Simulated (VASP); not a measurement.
# Ta2N (P-31m) in VASP: further runs, part 2 of 2

VASP 6.6.1.

### 4 Single point, LDA (c/a of the conventional cell at fixed volume 1.0087)

INCAR reads:

```
SYSTEM = Ta2N
PREC = Accurate
ENCUT = 520
EDIFF = 1E-6
ISMEAR = 0
SIGMA = 0.15
LREAL = .FALSE.
LASPH = .TRUE.
NELM = 80
ALGO = Normal
ISIF = 2
LWAVE = .FALSE.
LCHARG = .FALSE.
NBANDS = 50
```

KPOINTS reads:

```
Automatic mesh
0
G
  9 9 8
  0 0 0
```

POSCAR reads:

```
Ta2N
1.0
    5.0963826899      0.0000000000      0.0000000000
   -2.5481913449      4.4135968768      0.0000000000
    0.0000000000      0.0000000000      5.1407212193
Ta N
6 3
Direct
    0.6908347477      0.6908347477      0.7526041962
    0.0000000000      0.3091652523      0.7526041962
    0.3091652523      0.0000000000      0.7526041962
    0.3091652523      0.3091652523      0.2473958038
    0.0000000000      0.6908347477      0.2473958038
    0.6908347477      0.0000000000      0.2473958038
    0.6666666667      0.3333333333      0.5000000000
    0.3333333333      0.6666666667      0.5000000000
    0.0000000000      0.0000000000      0.0000000000
```

Potentials or basis: VASP PAW LDA potentials, release 64 (Ta_pv, N).

The run is started by

```
$ cat potpaw_LDA.64/Ta_pv/POTCAR potpaw_LDA.64/N/POTCAR > POTCAR
$ mpirun -np 1 vasp_std > vasp.out
```

OUTCAR:

```text
SYSTEM = Ta2N
   PREC = Accurate
   ENCUT = 520
   EDIFF = 1E-6
   ISMEAR = 0
   LREAL = .FALSE.
   LASPH = .TRUE.
   NELM = 80
   ISIF = 2

 ion  position               nearest neighbor table
   1  0.691  0.691  0.753-   9 2.02   7 2.19   8 2.19   2 2.73   3 2.73   6 2.99   5 2.99   6 3.04
                             5 3.04   3 3.05   2 3.05   3 3.05   2 3.05   4 3.20   4 3.24
   2  0.000  0.309  0.753-   9 2.02   7 2.19   8 2.19   1 2.73   3 2.73   6 2.99   4 2.99   6 3.04
                             4 3.04   3 3.05   1 3.05   1 3.05   3 3.05   5 3.20   5 3.24
   3  0.309  0.000  0.753-   9 2.02   8 2.19   7 2.19   2 2.73   1 2.73   4 2.99   5 2.99   4 3.04
                             5 3.04   2 3.05   1 3.05   1 3.05   2 3.05   6 3.20   6 3.24
   4  0.309  0.309  0.247-   9 2.02   8 2.19   7 2.19   5 2.73   6 2.73   3 2.99   2 2.99   3 3.04
                             2 3.04   6 3.05   5 3.05   6 3.05   5 3.05   1 3.20   1 3.24
   5  0.000  0.691  0.247-   9 2.02   8 2.19   7 2.19   4 2.73   6 2.73   3 2.99   1 2.99   3 3.04
                             1 3.04   6 3.05   4 3.05   4 3.05   6 3.05   2 3.20   2 3.24
   6  0.691  0.000  0.247-   9 2.02   7 2.19   8 2.19   5 2.73   4 2.73   1 2.99   2 2.99   1 3.04
                             2 3.04   5 3.05   4 3.05   4 3.05   5 3.05   3 3.20   3 3.24
   7  0.667  0.333  0.500-   6 2.19   2 2.19   5 2.19   3 2.19   1 2.19   4 2.19
   8  0.333  0.667  0.500-   3 2.19   5 2.19   2 2.19   6 2.19   4 2.19   1 2.19
   9  0.000  0.000  0.000-   2 2.02   5 2.02   4 2.02   1 2.02   3 2.02   6 2.02

  LATTYP: Found a hexagonal cell.
 ALAT       =     5.0963826899
 C/A-ratio  =     1.0087000000

  Lattice vectors:

 A1 = (   5.0963826899,   0.0000000000,   0.0000000000)
 A2 = (  -2.5481913449,   4.4135968768,   0.0000000000)
 A3 = (   0.0000000000,   0.0000000000,   5.1407212193)

Analysis of symmetry for initial positions (statically):
=====================================================================
 Subroutine PRICEL returns:
 Original cell was already a primitive cell.

 Routine SETGRP: Setting up the symmetry group for a
 hexagonal supercell.

 Subroutine GETGRP returns: Found 12 space group operations
 (whereof 12 operations were pure point group operations)
 out of a pool of 24 trial point group operations.

The static configuration has the point symmetry D_3d.

Analysis of symmetry for dynamics (positions and initial velocities):
=====================================================================
 Subroutine PRICEL returns:
 Original cell was already a primitive cell.

 Routine SETGRP: Setting up the symmetry group for a
 hexagonal supercell.

 Subroutine GETGRP returns: Found 12 space group operations
 (whereof 12 operations were pure point group operations)
 out of a pool of 24 trial point group operations.

The dynamic configuration has the point symmetry D_3d.

 Subroutine INISYM returns: Found 12 space group operations
 (whereof 12 operations are pure point group operations),
 and found     1 'primitive' translations

----------------------------------------------------------------------------------------

                                     Primitive cell

  volume of cell :     115.6322

  direct lattice vectors                    reciprocal lattice vectors
     5.096382690  0.000000000  0.000000000     0.196217604  0.113286286  0.000000000
[... 61 lines left out ...]
  0.444444  0.000000  0.000000      6.000000
  0.111111  0.111111  0.000000      6.000000
[... 16 lines left out ...]
 -0.111111  0.444444  0.125000     12.000000
  0.444444  0.111111  0.125000      6.000000
 [... further k-points ...]
   k-points           NKPTS =     81   k-points in BZ     NKDIM =     81   number of bands    NBANDS=     50
   number of dos      NEDOS =    301   number of ions     NIONS =      9
   total plane-waves  NPLWV =  64000
   dimension x,y,z NGX =    40 NGY =   40 NGZ =   40
   dimension x,y,z NGXF=    80 NGYF=   80 NGZF=   80
   ions per type =               6   3
   NGX,Y,Z   is equivalent  to a cutoff of  13.05, 13.05, 12.94 a.u.
   NGXF,Y,Z  is equivalent  to a cutoff of  26.10, 26.10, 25.87 a.u.
 SYSTEM =  Ta2N
   PREC   = accura    normal or accurate (medium, high low for compatibility)
   ISTART =      0    job   : 0-new  1-cont  2-samecut
   ICHARG =      2    charge: 1-file 2-atom 10-const
   ISPIN  =      1    spin polarized calculation?
   LNONCOLLINEAR =      F non collinear calculations
   LSORBIT =      F    spin-orbit coupling
   LASPH  =      T    aspherical Exc in radial PAW
   ENCUT  =  520.0 eV  38.22 Ry    6.18 a.u.   9.48  9.48  9.56*2*pi/ulx,y,z
   NELM   =     80;   NELMIN=  2; NELMDL= -5     # of ELM steps
   EDIFF  = 0.1E-05   stopping-criterion for ELM
   LREAL  =      F    real-space projection
   EDIFFG = 0.1E-04   stopping-criterion for IOM
   NSW    =      0    number of steps for IOM
   IBRION =     -1    ionic relax: 0-MD 1-quasi-New 2-CG
   NFREE  =      0    steps in history (QN), initial steepest desc. (CG)
   ISIF   =      2    stress and relaxation
   ISYM   =      2    0-nonsym 1-usesym 2-fastsym
   POTIM  = 0.5000    time-step for ionic-motion
   TEBEG  =    0.0;   TEEND  =   0.0 temperature during run
   PSTRESS=    0.0 pullay stress
   NELECT =      81.0000    total number of electrons
   NUPDOWN=      -1.0000    fix difference up-down
   EMIN   =  10.00;   EMAX   =-10.00  energy-range for DOS
   EFERMI =   0.00;   METHOD = LEGACY
   ISMEAR =     0;   SIGMA  =   0.15  broadening in eV -4-tet -1-fermi 0-gaus
   EFERMI_NEDOS =   21; number of points for ismear=-14 and -15
   IALGO  =     38    algorithm
   IMIX   =      4    mixing-type and parameters
     AMIX     =   0.40;   BMIX     =  1.00
     AMIX_MAG =   1.60;   BMIX_MAG =  1.00
  volume/ion in A,a.u.               =      12.85        86.70
  Fermi-wavevector in a.u.,A,eV,Ry     =   1.453930  2.747530 28.761537  2.113913
  Thomas-Fermi vector in A             =   2.571140
   LORBIT       =      0    0 simple, 1 ext, 2 COOP (PROOUT), +10 PAW based schemes
   GGA     = CA    functional components
   LHFCALC =     F    Hartree Fock is set to
   AEXX    =    0.0000 exact exchange contribution
   IVDW    =     0    specifies the selected vdW correction
   LEPSILON=     F    determine dielectric tensor
   LRPA    =     F    only Hartree local field effects (RPA)
 non-spin polarized calculation
 Gauss-broadening in eV      SIGMA  =   0.15
  energy-cutoff  :      520.00
  volume of cell :      115.63
 maximum number of plane-waves:      3141
 NGX is ok and might be reduce to    40

 number of electron      81.0000004 magnetization

 Free energy of the ion-electron system (eV)
  ---------------------------------------------------
  ext. energy  EPLUGINS =         0.00000000
  ---------------------------------------------------
  free energy    TOTEN  =      -112.19636354 eV

  energy without entropy =     -112.14408091  energy(sigma->0) =     -112.17022222

 E-fermi :   7.3905     XC(G=0): -13.3229

 val. band max:        7.3878885006   @ k =  -0.1111   0.3333   0.1250
 cond. band min:       7.3958378671   @ k =   0.1111   0.0000   0.0000
 fundamental gap:      0.0079493665
 Fermi energy:         7.3905078995

 k-point     1 :       0.0000    0.0000    0.0000
  band No.  band energies     occupation
      1     -28.1377      2.00000
      2     -27.5376      2.00000
      3     -27.3699      2.00000
      4     -27.3576      2.00000
      5     -27.3576      2.00000
      6     -27.2897      2.00000
[... 1261 lines left out ...]
     49      11.0626      0.00000
     50      11.1043      0.00000

 [... further k-points ...]
[... 5 lines left out ...]
  --------------------------------------------------------------------------------------
  -------------------------------------------------------------------------------------
  Total       11.5099598     11.5099598     -5.1126454      0.0000000      0.0000000      0.0000000
  in kB      159.4797854    159.4797854    -70.8398296      0.0000000      0.0000000      0.0000000
  external PRESSURE =      82.7065804 kB  Pullay stress =       0.0000000 kB

 VOLUME and BASIS-vectors are now :
 -----------------------------------------------------------------------------
  energy-cutoff  :      520.00
  volume of cell :      115.63
      direct lattice vectors                 reciprocal lattice vectors
     5.096382690  0.000000000  0.000000000     0.196217604  0.113286286  0.000000000
    -2.548191345  4.413596877  0.000000000     0.000000000  0.226572573  0.000000000
     0.000000000  0.000000000  5.140721219     0.000000000  0.000000000  0.194525234

 POSITION                                       TOTAL-FORCE (eV/Angst)
 -----------------------------------------------------------------------------------
      1.76038      3.04907      3.86893        -2.112779     -3.659440     -1.357347
     -0.78781      1.36453      3.86893        -2.112779      3.659440     -1.357347
      1.57562      0.00000      3.86893         4.225558      0.000000     -1.357347
      0.78781      1.36453      1.27179         2.112779      3.659440      1.357347
     -1.76038      3.04907      1.27179         2.112779     -3.659440      1.357347
      3.52076      0.00000      1.27179        -4.225558      0.000000      1.357347
      2.54819      1.47120      2.57036         0.000000      0.000000      0.000000
     -0.00000      2.94240      2.57036         0.000000      0.000000      0.000000
      0.00000      0.00000      0.00000         0.000000      0.000000      0.000000
 -----------------------------------------------------------------------------------
    total drift:                                0.000000     -0.000000      0.000000

  FREE ENERGIE OF THE ION-ELECTRON SYSTEM (eV)
  ---------------------------------------------------
  free  energy   TOTEN  =      -112.1963635366 eV

  energy  without entropy=     -112.1440809061  energy(sigma->0) =     -112.17022222
```

It took 5.5 min on 1 thread of Intel Xeon 6975P-C (Granite Rapids), shared host; peak memory 0.43 GiB.

Results:

```
Free energy   : -112.1964 eV
Pressure      : 8.3 GPa
Largest force : 4.438 eV/Å
```

Forces on the atoms (eV/Å):
```
Ta  -2.113 -3.659 -1.357
Ta  -2.113  3.659 -1.357
Ta   4.226  0.000 -1.357
Ta   2.113  3.659  1.357
Ta   2.113 -3.659  1.357
Ta  -4.226  0.000  1.357
N    0.000  0.000  0.000
N    0.000  0.000  0.000
N    0.000  0.000  0.000
```

Stress tensor (GPa, compression positive):
```
15.95  0.00  0.00
 0.00 15.95  0.00
 0.00  0.00 -7.08
```

Caveat: spin-orbit coupling is left out, which moves the levels of the heavy elements; forces of over 1 eV/Å act on the atoms, so gaps and moduli don't describe the material at rest.

### 5 Single point, LDA (c/a of the conventional cell at fixed volume 1.0087)

INCAR reads:

```
SYSTEM = Ta2N
ALGO = Normal
EDIFF = 1E-6
ENCUT = 520
ISIF = 2
ISMEAR = 0
LASPH = .True.
LCHARG = .False.
LREAL = .False.
LWAVE = .False.
NBANDS = 50
NELM = 100
PREC = Accurate
SIGMA = 0.15
```

KPOINTS reads:

```
k-points
0
Gamma
  9 9 8
  0 0 0
```

POSCAR reads:

```
Ta2N
1.0
    5.0963826899      0.0000000000      0.0000000000
   -2.5481913449      4.4135968768      0.0000000000
    0.0000000000      0.0000000000      5.1407212193
Ta N
6 3
Direct
    0.7147405334      0.7147405334      0.7526041962
    0.0000000000      0.2852594666      0.7526041962
    0.2852594666      0.0000000000      0.7526041962
    0.2852594666      0.2852594666      0.2473958038
    0.0000000000      0.7147405334      0.2473958038
    0.7147405334      0.0000000000      0.2473958038
    0.6666666667      0.3333333333      0.5000000000
    0.3333333333      0.6666666667      0.5000000000
    0.0000000000      0.0000000000      0.0000000000
```

The run is started by

```
$ cat potpaw_LDA.64/Ta_pv/POTCAR potpaw_LDA.64/N/POTCAR > POTCAR
$ mpirun -np 1 vasp_std > vasp.out
```

It took 5.1 min on 1 thread of Intel Xeon 6975P-C (Granite Rapids), shared host; peak memory 0.44 GiB.

It converged, with:

```
Free energy   : -107.1331 eV
Pressure      : 28.4 GPa
Largest force : 10.537 eV/Å
```

Forces in eV/Å, atoms in the order of the input:
```
Ta   -5.014  -8.684  -3.237
Ta   -5.014   8.684  -3.237
Ta   10.028   0.000  -3.237
Ta    5.014   8.684   3.237
Ta    5.014  -8.684   3.237
Ta  -10.028   0.000   3.237
N     0.000   0.000   0.000
N     0.000   0.000   0.000
N     0.000   0.000   0.000
```

Stress tensor (GPa, compression positive):
```
37.61  0.00  0.00
 0.00 37.61  0.00
 0.00  0.00  9.86
```

Levels at points of the mesh, in eV from the Fermi level:
```csv
k point,band 39,band 40,band 41,band 42,band 43,band 44
"(0.00, 0.00, 0.00)",-0.62,-0.05,-0.05,0.42,0.42,1.84
"(0.00, 0.00, 0.50)",-0.62,-0.58,-0.58,0.11,0.11,1.99
```

Caveat: spin-orbit coupling is left out, which moves the levels of the heavy elements; forces of over 1 eV/Å act on the atoms, so gaps and moduli don't describe the material at rest.

### 6 Single point, LDA (c/a of the conventional cell at fixed volume 0.9153)

INCAR reads:

```
SYSTEM = Ta2N
PREC     = Accurate       ! precision mode
ENCUT    = 520            ! plane-wave cutoff, eV
EDIFF    = 1E-6           ! SCF threshold, eV
ISMEAR   = 0              ! smearing method
SIGMA    = 0.15           ! smearing width, eV
LREAL    = .FALSE.        ! projectors in reciprocal space
LASPH    = .TRUE.         ! aspherical terms in the spheres
NELM     = 60             ! most SCF steps
ALGO     = Normal         ! electronic algorithm
ISIF     = 2              ! what is computed and relaxed
LWAVE    = .FALSE.        ! write WAVECAR
LCHARG   = .FALSE.        ! write CHGCAR
NBANDS   = 50             ! bands
```

KPOINTS reads:

```
regular mesh
0
G
  9 9 8
  0 0 0
```

POSCAR reads:

```
Ta2N
1.0
    5.2641495424      0.0000000000      0.0000000000
   -2.6320747712      4.5588872330      0.0000000000
    0.0000000000      0.0000000000      4.8182760762
Ta N
6 3
Direct
    0.6669289619      0.6669289619      0.7526041962
    0.0000000000      0.3330710381      0.7526041962
    0.3330710381      0.0000000000      0.7526041962
    0.3330710381      0.3330710381      0.2473958038
    0.0000000000      0.6669289619      0.2473958038
    0.6669289619      0.0000000000      0.2473958038
    0.6666666667      0.3333333333      0.5000000000
    0.3333333333      0.6666666667      0.5000000000
    0.0000000000      0.0000000000      0.0000000000
```

Potentials or basis: VASP PAW LDA potentials, release 64 (Ta_pv, N).

The run is started by

```
$ cat potpaw_LDA.64/Ta_pv/POTCAR potpaw_LDA.64/N/POTCAR > POTCAR
$ mpirun -np 1 vasp_std > vasp.out
```

Wall time 5.1 min (1 thread of AMD EPYC 9R45 (Zen 5), shared host); peak memory 0.39 GiB.

It converged, with:

```
Free energy   : -114.0691 eV
Pressure      : 1.7 GPa
Largest force : 0.021 eV/Å
```

Forces in eV/Å, atoms in the order of the input:
```
Ta   0.010  0.017 -0.006
Ta   0.010 -0.017 -0.006
Ta  -0.020  0.000 -0.006
Ta  -0.010 -0.017  0.006
Ta  -0.010  0.017  0.006
Ta   0.020  0.000  0.006
N    0.000  0.000  0.000
N    0.000  0.000  0.000
N    0.000  0.000  0.000
```

Stress tensor (GPa, compression positive):
```
-0.22  0.00  0.00
 0.00 -0.22  0.00
 0.00  0.00  5.68
```

Levels at points of the mesh, in eV from the Fermi level:
```csv
k point,band 39,band 40,band 41,band 42,band 43,band 44
"(0.00, 0.00, 0.00)",-0.53,-0.53,-0.28,-0.17,-0.17,0.53
"(0.00, 0.00, 0.50)",-1.49,-1.49,-0.92,0.58,0.58,0.85
```

Caveat: spin-orbit coupling is left out, which moves the levels of the heavy elements.

### 7 Summary

```tsv
cell	gap on the mesh (eV)	pressure (GPa)	largest force (eV/Å)
a = 5.195, b = 5.195, c = 4.948 Å, angles 90.0, 90.0, 120.0°, 9 atoms	none	3.2	1.98
a = 5.264, b = 5.264, c = 4.818 Å, angles 90.0, 90.0, 120.0°, 9 atoms	none	1.7	0.02
a = 5.096, b = 5.096, c = 5.141 Å, angles 90.0, 90.0, 120.0°, 9 atoms	none	28.4	10.54
```

Some of these runs hold the atoms at other places in the same cell, which the table doesn't show; runs alike in all that it shows share one row.

Alike in all rows: task single point; level LDA; potentials or basis VASP PAW LDA potentials, release 64 (Ta_pv, N); no spin polarisation; k mesh 9 × 9 × 8; cutoff (eV) 520; smearing gaussian 0.15 eV.

Caveats: spin-orbit coupling is left out, which moves the levels of the heavy elements; forces of over 1 eV/Å act on the atoms, so gaps and moduli don't describe the material at rest (some runs).

Total energies depend on the potentials used, so only differences within one code and one set of settings carry meaning.
